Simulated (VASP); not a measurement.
# Ni in VASP: a series of runs

Runs on Ni. Level: PBEsol. Tasks: single point.

Program: VASP 6.6.1. These are calculated values, not measurements. Logs are shortened: lines on timing, memory, paths and dates and some standing lists are left out, and cuts for length are marked.

**1. The cell of the first run**

The structure is cubic, space group Fm-3m (No. 225). The conventional cell has a = 3.819 Å, b = 3.819 Å, c = 3.819 Å, α = 90.00°, β = 90.00°, γ = 90.00°. Within 3.6 Å of Ni (site symmetry m-3m) lie 12 Ni at 2.70 Å.

**2. Single point, PBEsol, collinear spin, ferromagnetic start (strain +0.080 along x and y, +0.080 along z)**

INCAR

```
SYSTEM = Ni
PREC     = Accurate       ! precision mode
ENCUT    = 520            ! plane-wave cutoff, eV
EDIFF    = 1E-6           ! SCF threshold, eV
ISMEAR   = 0              ! smearing method
SIGMA    = 0.15           ! smearing width, eV
LREAL    = .FALSE.        ! projectors in reciprocal space
LASPH    = .TRUE.         ! aspherical terms in the spheres
NELM     = 150            ! most SCF steps
ALGO     = Fast           ! electronic algorithm
ISIF     = 2              ! what is computed and relaxed
LWAVE    = .FALSE.        ! write WAVECAR
LCHARG   = .FALSE.        ! write CHGCAR
ISPIN    = 2              ! spin polarisation
MAGMOM   = 0.81           ! initial moments
LORBIT   = 11             ! projections on sites
LMAXMIX  = 4              ! l up to which the mixer works
GGA      = PS             ! functional
NBANDS   = 15             ! bands
```

KPOINTS

```
regular mesh
0
G
  22 22 22
  0 0 0
```

POSCAR

```
Ni
1.0
    0.0000000000      1.9093860000      1.9093860000
    1.9093860000      0.0000000000      1.9093860000
    1.9093860000      1.9093860000      0.0000000000
Ni
1
Direct
    0.0000000000      0.0000000000      0.0000000000
```

Potentials or basis: VASP PAW PBE potentials, release 64 (Ni).

Run with:

```bash
$ cat potpaw_PBE.64/Ni/POTCAR > POTCAR
$ mpirun -np 1 vasp_std > vasp.out
```

OUTCAR:

```text
SYSTEM = Ni
   PREC = Accurate
   ENCUT = 520
   EDIFF = 1E-6
   ISMEAR = 0
   LREAL = .FALSE.
   LASPH = .TRUE.
   NELM = 150
   ISIF = 2
   ISPIN = 2
   LORBIT = 11
   GGA = PS

 ion  position               nearest neighbor table
   1  0.000  0.000  0.000-

  LATTYP: Found a face centered cubic cell.
 ALAT       =     3.8187720000

  Lattice vectors:

 A1 = (   0.0000000000,   1.9093860000,   1.9093860000)
 A2 = (   1.9093860000,   0.0000000000,   1.9093860000)
 A3 = (   1.9093860000,   1.9093860000,   0.0000000000)

Analysis of symmetry for initial positions (statically):
=====================================================================
 Subroutine PRICEL returns:
 Original cell was already a primitive cell.

 Routine SETGRP: Setting up the symmetry group for a
 face centered cubic supercell.

 Subroutine GETGRP returns: Found 48 space group operations
 (whereof 48 operations were pure point group operations)
 out of a pool of 48 trial point group operations.

The static configuration has the point symmetry O_h .

Analysis of symmetry for dynamics (positions and initial velocities):
=====================================================================
 Subroutine PRICEL returns:
 Original cell was already a primitive cell.

 Routine SETGRP: Setting up the symmetry group for a
 face centered cubic supercell.

 Subroutine GETGRP returns: Found 48 space group operations
 (whereof 48 operations were pure point group operations)
 out of a pool of 48 trial point group operations.

The dynamic configuration has the point symmetry O_h .

Analysis of structural, dynamic, and magnetic symmetry:
=====================================================================
 Subroutine PRICEL returns:
 Original cell was already a primitive cell.

 Routine SETGRP: Setting up the symmetry group for a
 face centered cubic supercell.

 Subroutine GETGRP returns: Found 48 space group operations
 (whereof 48 operations were pure point group operations)
 out of a pool of 48 trial point group operations.

The overall configuration has the point symmetry O_h .

 Subroutine INISYM returns: Found 48 space group operations
 (whereof 48 operations are pure point group operations),
 and found     1 'primitive' translations

----------------------------------------------------------------------------------------

                                     Primitive cell

  volume of cell :      13.9223

  direct lattice vectors                    reciprocal lattice vectors
     0.000000000  1.909386000  1.909386000    -0.261864285  0.261864285  0.261864285
     1.909386000  0.000000000  1.909386000     0.261864285 -0.261864285  0.261864285
     1.909386000  1.909386000  0.000000000     0.261864285  0.261864285 -0.261864285

  length of vectors
     2.700279577  2.700279577  2.700279577     0.453562247  0.453562247  0.453562247

  position of ions in fractional coordinates (direct lattice)
     0.000000000  0.000000000  0.000000000

  ion indices of the primitive-cell ions
   primitive index   ion index
                 1           1

----------------------------------------------------------------------------------------

 KPOINTS: regular mesh

Automatic generation of k-mesh.
 Grid dimensions read from file:
 generate k-points for:   22   22   22

 Generating k-lattice:

  Cartesian coordinates                     Fractional coordinates (reciprocal lattice)
    -0.011902922  0.011902922  0.011902922     0.045454545  0.000000000  0.000000000
     0.011902922 -0.011902922  0.011902922     0.000000000  0.045454545  0.000000000
     0.011902922  0.011902922 -0.011902922     0.000000000  0.000000000  0.045454545

  Length of vectors
     0.020616466  0.020616466  0.020616466

  Shift w.r.t. Gamma in fractional coordinates (k-lattice)
     0.000000000  0.000000000  0.000000000

 Subroutine IBZKPT returns following result:
 ===========================================

 Found    328 irreducible k-points:

 Following reciprocal coordinates:
            Coordinates               Weight
  0.000000  0.000000  0.000000      1.000000
  0.045455  0.000000  0.000000      8.000000
  0.090909  0.000000  0.000000      8.000000
  0.136364  0.000000  0.000000      8.000000
  0.181818  0.000000  0.000000      8.000000
  0.227273  0.000000  0.000000      8.000000
[... 16 lines left out ...]
  0.500000  0.045455  0.000000     24.000000
 -0.454545  0.045455  0.000000     24.000000
 [... further k-points ...]
   k-points           NKPTS =    328   k-points in BZ     NKDIM =    328   number of bands    NBANDS=     15
   number of dos      NEDOS =    301   number of ions     NIONS =      1
   total plane-waves  NPLWV =   8000
   dimension x,y,z NGX =    20 NGY =   20 NGZ =   20
   dimension x,y,z NGXF=    40 NGYF=   40 NGZF=   40
   ions per type =               1
   NGX,Y,Z   is equivalent  to a cutoff of  12.31, 12.31, 12.31 a.u.
   NGXF,Y,Z  is equivalent  to a cutoff of  24.63, 24.63, 24.63 a.u.
 SYSTEM =  Ni
   PREC   = accura    normal or accurate (medium, high low for compatibility)
   ISTART =      0    job   : 0-new  1-cont  2-samecut
   ICHARG =      2    charge: 1-file 2-atom 10-const
   ISPIN  =      2    spin polarized calculation?
   LNONCOLLINEAR =      F non collinear calculations
   LSORBIT =      F    spin-orbit coupling
   LASPH  =      T    aspherical Exc in radial PAW
   ENCUT  =  520.0 eV  38.22 Ry    6.18 a.u.   5.02  5.02  5.02*2*pi/ulx,y,z
   NELM   =    150;   NELMIN=  2; NELMDL= -5     # of ELM steps
   EDIFF  = 0.1E-05   stopping-criterion for ELM
   LREAL  =      F    real-space projection
   EDIFFG = 0.1E-04   stopping-criterion for IOM
   NSW    =      0    number of steps for IOM
   IBRION =     -1    ionic relax: 0-MD 1-quasi-New 2-CG
   NFREE  =      0    steps in history (QN), initial steepest desc. (CG)
   ISIF   =      2    stress and relaxation
   ISYM   =      2    0-nonsym 1-usesym 2-fastsym
   POTIM  = 0.5000    time-step for ionic-motion
   TEBEG  =    0.0;   TEEND  =   0.0 temperature during run
   PSTRESS=    0.0 pullay stress
   NELECT =      10.0000    total number of electrons
   NUPDOWN=      -1.0000    fix difference up-down
   EMIN   =  10.00;   EMAX   =-10.00  energy-range for DOS
   EFERMI =   0.00;   METHOD = LEGACY
   ISMEAR =     0;   SIGMA  =   0.15  broadening in eV -4-tet -1-fermi 0-gaus
   EFERMI_NEDOS =   21; number of points for ismear=-14 and -15
   IALGO  =     68    algorithm
   IMIX   =      4    mixing-type and parameters
     AMIX     =   0.40;   BMIX     =  1.00
     AMIX_MAG =   1.60;   BMIX_MAG =  1.00
  volume/ion in A,a.u.               =      13.92        93.95
  Fermi-wavevector in a.u.,A,eV,Ry     =   1.466125  2.770575 29.246043  2.149523
  Thomas-Fermi vector in A             =   2.581900
   LORBIT       =     11    0 simple, 1 ext, 2 COOP (PROOUT), +10 PAW based schemes
   GGA     = PS    functional components
   LHFCALC =     F    Hartree Fock is set to
   AEXX    =    0.0000 exact exchange contribution
   IVDW    =     0    specifies the selected vdW correction
   LEPSILON=     F    determine dielectric tensor
   LRPA    =     F    only Hartree local field effects (RPA)
 spin polarized calculation
 RMM-DIIS sequential band-by-band and
 Gauss-broadening in eV      SIGMA  =   0.15
  energy-cutoff  :      520.00
  volume of cell :       13.92
 maximum number of plane-waves:       388
   NGX =  9   NGY =  9   NGZ =  9

 number of electron      10.0000000 magnetization       0.8100000

 number of electron       9.9999989 magnetization       0.6951129

 Free energy of the ion-electron system (eV)
  ---------------------------------------------------
  ext. energy  EPLUGINS =         0.00000000
  ---------------------------------------------------
  free energy    TOTEN  =        -5.66822787 eV

  energy without entropy =       -5.64137423  energy(sigma->0) =       -5.65480105

 E-fermi :   6.1457     XC(G=0): -12.0350

 val. band max:        6.1453888917   @ k =  -0.3636   0.1364   0.0455
 cond. band min:       6.1470721176   @ k =   0.3636   0.1364   0.0000
 fundamental gap:      0.0016832259
 Fermi energy:         6.1457356167

 spin component 1

 k-point     1 :       0.0000    0.0000    0.0000
  band No.  band energies     occupation
      1      -1.3308      1.00000
      2       4.1922      1.00000
      3       4.1922      1.00000
      4       4.1922      1.00000
      5       5.0260      1.00000
      6       5.0260      1.00000
      7      27.7203      0.00000
      8      29.7124      0.00000
      9      29.7124      0.00000
     10      29.7124      0.00000
     11      32.1955      0.00000
     12      32.1955      0.00000
     13      32.1955      0.00000
     14      35.4925      0.00000
     15      39.5692      0.00000
[... 397 lines left out ...]
 k-point    24 :      -0.4545    0.0455    0.0000
  band No.  band energies     occupation
      1       2.4460      1.00000
      2       4.2139      1.00000
      3       4.2519      1.00000
      4       5.2269      1.00000
      5       5.4336      1.00000
      6       6.3643      0.01969
      7      10.4957      0.00000
      8      25.3656      0.00000
      9      26.5054      0.00000
     10      26.5644      0.00000
     11      30.1583      0.00000
     12      30.8422      0.00000
     13      34.6454      0.00000
     14      44.8216      0.00000
     15      45.6828      0.00000

 [... further k-points ...]

 spin component 2

 k-point     1 :       0.0000    0.0000    0.0000
  band No.  band energies     occupation
      1      -1.3660      1.00000
      2       4.9934      1.00000
      3       4.9934      1.00000
      4       4.9934      1.00000
      5       5.7037      0.99998
      6       5.7037      0.99998
      7      27.5549      0.00000
      8      29.7354      0.00000
      9      29.7354      0.00000
     10      29.7354      0.00000
     11      32.2818      0.00000
     12      32.2818      0.00000
     13      32.2818      0.00000
     14      35.3713      0.00000
     15      39.6736      0.00000
[... 397 lines left out ...]
 k-point    24 :      -0.4545    0.0455    0.0000
  band No.  band energies     occupation
      1       2.9051      1.00000
      2       4.9004      1.00000
      3       4.9466      1.00000
      4       5.7258      0.99996
      5       6.2462      0.17174
      6       6.6604      0.00000
      7      10.8864      0.00000
      8      25.3570      0.00000
      9      26.4701      0.00000
     10      26.6474      0.00000
     11      30.1987      0.00000
     12      30.8615      0.00000
     13      34.7600      0.00000
     14      44.8602      0.00000
     15      45.7201      0.00000

 [... further k-points ...]
[... 5 lines left out ...]
  --------------------------------------------------------------------------------------
  -------------------------------------------------------------------------------------
  Total       -2.8198504     -2.8198504     -2.8198504      0.0000000      0.0000000     -0.0000000
  in kB     -324.5080340   -324.5080340   -324.5080340      0.0000000      0.0000000     -0.0000000
  external PRESSURE =    -324.5080340 kB  Pullay stress =       0.0000000 kB

 VOLUME and BASIS-vectors are now :
 -----------------------------------------------------------------------------
  energy-cutoff  :      520.00
  volume of cell :       13.92
      direct lattice vectors                 reciprocal lattice vectors
     0.000000000  1.909386000  1.909386000    -0.261864285  0.261864285  0.261864285
     1.909386000  0.000000000  1.909386000     0.261864285 -0.261864285  0.261864285
     1.909386000  1.909386000  0.000000000     0.261864285  0.261864285 -0.261864285

 POSITION                                       TOTAL-FORCE (eV/Angst)
 -----------------------------------------------------------------------------------
      0.00000      0.00000      0.00000        -0.000000      0.000000      0.000000
 -----------------------------------------------------------------------------------
    total drift:                                0.000000      0.000000      0.000000

  FREE ENERGIE OF THE ION-ELECTRON SYSTEM (eV)
  ---------------------------------------------------
  free  energy   TOTEN  =        -5.6682278691 eV

  energy  without entropy=       -5.6413742349  energy(sigma->0) =       -5.65480105

 total charge

# of ion       s       p       d       tot
------------------------------------------
    1        0.412   0.321   8.238   8.971

 magnetization (x)

# of ion       s       p       d       tot
------------------------------------------
    1       -0.006  -0.022   0.755   0.728
```

Wall time 91 s (1 thread of Intel Xeon 6975P-C, shared host); peak memory 0.21 GiB.

What came out:

```
Free energy                                           : -5.6682 eV
Pressure                                              : -32.5 GPa
Net moment                                            : 0.70 μB per cell
Site moments                                          : Ni +0.73 μB
Valence electrons inside the program's atomic spheres : Ni 8.97
```

Caveat: the cell differs from its parent crystal (strain +0.080 along x and y, +0.080 along z); the PAW data sets were made with another functional, which shifts forces and pressure a little.

**3. Single point, PBEsol, collinear spin, ferromagnetic start (strain -0.080 along x and y, -0.040 along z)**

INCAR

```
PREC = Accurate
ENCUT = 520
EDIFF = 1E-6
ISMEAR = 0
SIGMA = 0.15
LREAL = False
LASPH = True
NELM = 150
ALGO = Normal
ISIF = 2
LWAVE = False
LCHARG = True
ISPIN = 2
MAGMOM = 0.81
LORBIT = 11
LMAXMIX = 4
GGA = PS
LELF = True
LVHAR = True
NBANDS = 15
```

KPOINTS

```
regular mesh
0
Gamma
  22 22 22
```

POSCAR

```
Ni
1.0
    0.0000000000      1.6265140000      1.6972320000
    1.6265140000      0.0000000000      1.6972320000
    1.6265140000      1.6265140000      0.0000000000
Ni
1
Direct
    0.0000000000      0.0000000000      0.0000000000
```

Potentials or basis: VASP PAW PBE potentials, release 64 (Ni).

Run with:

```bash
$ cat potpaw_PBE.64/Ni/POTCAR > POTCAR
$ mpirun -np 1 vasp_std > vasp.out
```

Run time: 2.7 min. Hardware: 1 thread of Intel Xeon 6975P-C, shared host; peak memory 0.27 GiB.

It converged, with:

- Free energy: -5.9593 eV
- Pressure: 46.8 GPa
- Net moment: 0.56 μB per cell
- Site moments: Ni +0.55 μB
- Valence electrons inside the program's atomic spheres: Ni 9.73

Stress tensor (GPa, compression positive):
```
49.79  0.00  0.00
 0.00 49.79  0.00
 0.00  0.00 40.78
```

Levels at points of the mesh, in eV from the Fermi level:
Spin up:
```csv
k point,band 3,band 4,band 5,band 6,band 7,band 8
"(0.00, 0.00, 0.00)",-2.82,-2.82,-1.61,-1.22,25.34,30.10
"(0.50, 0.00, 0.00)",-2.78,-0.69,-0.55,-0.42,7.21,23.49
"(0.50, 0.50, 0.00)",-0.43,-0.30,-0.30,1.79,10.26,17.46
"(0.50, 0.00, 0.50)",-0.47,-0.40,-0.16,2.95,11.48,16.21
```
Spin down:
```tsv
k point	band 3	band 4	band 5	band 6	band 7	band 8
(0.00, 0.00, 0.00)	-2.17	-2.17	-1.06	-0.68	25.26	30.07
(0.50, 0.00, 0.00)	-2.23	-0.70	0.12	0.25	7.60	23.42
(0.50, 0.50, 0.00)	0.14	0.45	0.45	1.80	10.54	17.50
(0.50, 0.00, 0.50)	0.10	0.34	0.60	2.96	11.73	16.24
```

Caveat: the cell differs from its parent crystal (strain -0.080 along x and y, -0.040 along z); the PAW data sets were made with another functional, which shifts forces and pressure a little.

(Part 1 of 2 ends here.)
